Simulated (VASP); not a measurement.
# Cu (P6_3/mmc) in VASP: a series of runs

The runs below take Cu through single point, with revPBE, PBE, LDA.

Program: VASP 6.6.1. These are calculated values, not measurements. Logs are shortened: lines on timing, memory, paths and dates and some standing lists are left out, and cuts for length are marked.

## (1) The cell of the first run

Symmetry: P6_3/mmc, No. 194, hexagonal system. The conventional cell has a = 2.534 Å, b = 2.534 Å, c = 4.113 Å, α = 90.00°, β = 90.00°, γ = 120.00°. Cu (site symmetry -6m2) has 12 Cu at 2.52 to 2.53 Å within 3.3 Å.

## (2) Single point, revPBE

INCAR reads:

```
SYSTEM = Cu
PREC = Accurate ; ENCUT = 520
EDIFF = 1E-7 ; ISMEAR = 0
SIGMA = 0.1 ; LREAL = .False.
LASPH = .True. ; NELM = 80
ALGO = Fast ; ISIF = 2
LWAVE = .False. ; LCHARG = .False.
GGA = RE ; NBANDS = 18
```

KPOINTS reads:

```
regular mesh
0
Gamma
  6 6 4
  0 0 0
```

POSCAR reads:

```
Cu
1.0
    2.5340966698      0.0000000000      0.0000000000
   -1.2670483349      2.1945920917      0.0000000000
    0.0000000000      0.0000000000      4.1125710000
Cu
2
Direct
    0.3333333333      0.6666666667      0.2500000000
    0.6666666667      0.3333333333      0.7500000000
```

Potentials or basis: VASP PAW PBE potentials, release 64 (Cu).

Run with:

```bash
$ cat potpaw_PBE.64/Cu/POTCAR > POTCAR
$ mpirun -np 1 vasp_std > vasp.out
```

OUTCAR:

```text
SYSTEM = Cu
   PREC = Accurate
   ENCUT = 520
   EDIFF = 1E-7
   ISMEAR = 0
   LREAL = .False.
   LASPH = .True.
   NELM = 80
   ISIF = 2
   GGA = RE

 ion  position               nearest neighbor table
   1  0.333  0.667  0.250-   2 2.52   2 2.52   2 2.52   2 2.52   2 2.52   2 2.52
   2  0.667  0.333  0.750-   1 2.52   1 2.52   1 2.52   1 2.52   1 2.52   1 2.52

  LATTYP: Found a hexagonal cell.
 ALAT       =     2.5340966698
 C/A-ratio  =     1.6228942838

  Lattice vectors:

 A1 = (   2.5340966698,   0.0000000000,   0.0000000000)
 A2 = (  -1.2670483349,   2.1945920917,   0.0000000000)
 A3 = (   0.0000000000,   0.0000000000,   4.1125710000)

Analysis of symmetry for initial positions (statically):
=====================================================================
 Subroutine PRICEL returns:
 Original cell was already a primitive cell.

 Routine SETGRP: Setting up the symmetry group for a
 hexagonal supercell.

 Subroutine GETGRP returns: Found 24 space group operations
 (whereof 12 operations were pure point group operations)
 out of a pool of 24 trial point group operations.

The static configuration has the point symmetry D_3d.
 The point group associated with its full space group is D_6h.

Analysis of symmetry for dynamics (positions and initial velocities):
=====================================================================
 Subroutine PRICEL returns:
 Original cell was already a primitive cell.

 Routine SETGRP: Setting up the symmetry group for a
 hexagonal supercell.

 Subroutine GETGRP returns: Found 24 space group operations
 (whereof 12 operations were pure point group operations)
 out of a pool of 24 trial point group operations.

The dynamic configuration has the point symmetry D_3d.
 The point group associated with its full space group is D_6h.

 Subroutine INISYM returns: Found 24 space group operations
 (whereof 12 operations are pure point group operations),
 and found     1 'primitive' translations

----------------------------------------------------------------------------------------

                                     Primitive cell

  volume of cell :      22.8713

  direct lattice vectors                    reciprocal lattice vectors
     2.534096670  0.000000000  0.000000000     0.394617937  0.227832772  0.000000000
    -1.267048335  2.194592092  0.000000000     0.000000000  0.455665544  0.000000000
     0.000000000  0.000000000  4.112571000     0.000000000  0.000000000  0.243156896

  length of vectors
     2.534096670  2.534096670  4.112571000     0.455665544  0.455665544  0.243156896

[... 77 lines left out ...]
   LREAL  =      F    real-space projection
   EDIFFG = 0.1E-05   stopping-criterion for IOM
   NSW    =      0    number of steps for IOM
   IBRION =     -1    ionic relax: 0-MD 1-quasi-New 2-CG
   NFREE  =      0    steps in history (QN), initial steepest desc. (CG)
   ISIF   =      2    stress and relaxation
   ISYM   =      2    0-nonsym 1-usesym 2-fastsym
   POTIM  = 0.5000    time-step for ionic-motion
   TEBEG  =    0.0;   TEEND  =   0.0 temperature during run
   PSTRESS=    0.0 pullay stress
   NELECT =      22.0000    total number of electrons
   NUPDOWN=      -1.0000    fix difference up-down
   EMIN   =  10.00;   EMAX   =-10.00  energy-range for DOS
   EFERMI =   0.00;   METHOD = LEGACY
   ISMEAR =     0;   SIGMA  =   0.10  broadening in eV -4-tet -1-fermi 0-gaus
   EFERMI_NEDOS =   21; number of points for ismear=-14 and -15
   IALGO  =     68    algorithm
   IMIX   =      4    mixing-type and parameters
     AMIX     =   0.40;   BMIX     =  1.00
     AMIX_MAG =   1.60;   BMIX_MAG =  1.00
  volume/ion in A,a.u.               =      11.44        77.17
  Fermi-wavevector in a.u.,A,eV,Ry     =   1.616041  3.053874 35.532800  2.611587
  Thomas-Fermi vector in A             =   2.710691
   LORBIT       =      0    0 simple, 1 ext, 2 COOP (PROOUT), +10 PAW based schemes
   GGA     = RE    functional components
   LHFCALC =     F    Hartree Fock is set to
   AEXX    =    0.0000 exact exchange contribution
   IVDW    =     0    specifies the selected vdW correction
   LEPSILON=     F    determine dielectric tensor
   LRPA    =     F    only Hartree local field effects (RPA)
 non-spin polarized calculation
 RMM-DIIS sequential band-by-band and
 Gauss-broadening in eV      SIGMA  =   0.10
  energy-cutoff  :      520.00
  volume of cell :       22.87
 maximum number of plane-waves:       640
 NGX is ok and might be reduce to    20
   NGX =  9   NGY =  9   NGZ = 15

 number of electron      21.9999979 magnetization

 Free energy of the ion-electron system (eV)
  ---------------------------------------------------
  ext. energy  EPLUGINS =         0.00000000
  ---------------------------------------------------
  free energy    TOTEN  =        -6.57221984 eV

  energy without entropy =       -6.56237392  energy(sigma->0) =       -6.56729688

 E-fermi :   7.9962     XC(G=0): -12.8150

 val. band max:        7.9650735965   @ k =   0.3333   0.1667   0.2500
 cond. band min:       8.0846702864   @ k =   0.5000  -0.0000   0.0000
 fundamental gap:      0.1195966899
 Fermi energy:         7.9961818845

 k-point     1 :       0.0000    0.0000    0.0000
  band No.  band energies     occupation
      1      -1.4892      2.00000
      2       2.8574      2.00000
      3       4.9947      2.00000
      4       5.0393      2.00000
      5       5.0393      2.00000
      6       5.2627      2.00000
[... 418 lines left out ...]
      5       4.7082      2.00000
      6       4.7082      2.00000
[... 10 lines left out ...]
     17      28.8856      0.00000
     18      28.8857      0.00000

------------------------ aborting loop because EDIFF is reached ----------------------------------------

  FORCE on cell =-STRESS in cart. coord.  units (eV):
  Direction    XX          YY          ZZ          XY          YZ          ZX
  --------------------------------------------------------------------------------------
  -------------------------------------------------------------------------------------
  Total        1.7827387      1.7827387      1.5322309      0.0000000      0.0000000      0.0000000
  in kB      124.8843089    124.8843089    107.3357500      0.0000000      0.0000000      0.0000000
  external PRESSURE =     119.0347893 kB  Pullay stress =       0.0000000 kB

 VOLUME and BASIS-vectors are now :
 -----------------------------------------------------------------------------
  energy-cutoff  :      520.00
  volume of cell :       22.87
      direct lattice vectors                 reciprocal lattice vectors
     2.534096670  0.000000000  0.000000000     0.394617937  0.227832772  0.000000000
    -1.267048335  2.194592092  0.000000000     0.000000000  0.455665544  0.000000000
     0.000000000  0.000000000  4.112571000     0.000000000  0.000000000  0.243156896

 POSITION                                       TOTAL-FORCE (eV/Angst)
 -----------------------------------------------------------------------------------
     -0.00000      1.46306      1.02814         0.000000     -0.000000      0.000000
      1.26705      0.73153      3.08443        -0.000000      0.000000      0.000000
 -----------------------------------------------------------------------------------
    total drift:                               -0.000000      0.000000     -0.000000

  FREE ENERGIE OF THE ION-ELECTRON SYSTEM (eV)
  ---------------------------------------------------
  free  energy   TOTEN  =        -6.5722198408 eV

  energy  without entropy=       -6.5623739208  energy(sigma->0) =       -6.56729688
```

Wall time 9.5 s (1 thread of AMD EPYC 7R13 (Zen 3), shared host); peak memory 0.1 GiB.

Results:

```yaml
Free_energy: -6.5722 eV
Pressure: 11.9 GPa
Band_gap_on_the_k_mesh: zero (band 11 reaches 12.20 eV, above the bottom of band 12 at 6.10 eV)
```

Levels at points of the mesh, in eV from the Fermi level:
| k point | band 7 | band 8 | band 9 | band 10 | band 11 | band 12 | band 13 | band 14 | band 15 | band 16 |
| --- | --- | --- | --- | --- | --- | --- | --- | --- | --- | --- |
| (0.00, 0.00, 0.00) | -2.73 | -2.46 | -2.46 | -1.67 | -1.67 | -0.94 | 4.13 | 21.59 | 22.25 | 22.25 |
| (0.50, 0.00, 0.00) | -2.69 | -1.57 | -1.51 | -1.47 | 0.09 | 1.71 | 8.05 | 8.50 | 10.98 | 11.49 |
| (0.00, 0.00, 0.50) | -3.01 | -3.01 | -1.90 | -1.90 | -1.90 | -1.90 | 13.00 | 13.00 | 22.31 | 22.31 |
| (0.50, 0.00, 0.50) | -1.85 | -1.85 | -1.51 | -1.51 | 0.56 | 0.56 | 5.12 | 5.12 | 16.50 | 16.50 |

Caveat: the k points lie up to 0.48 Å⁻¹ apart; the PAW data sets were made with another functional, which shifts forces and pressure a little.

[end of part 1 of 3]
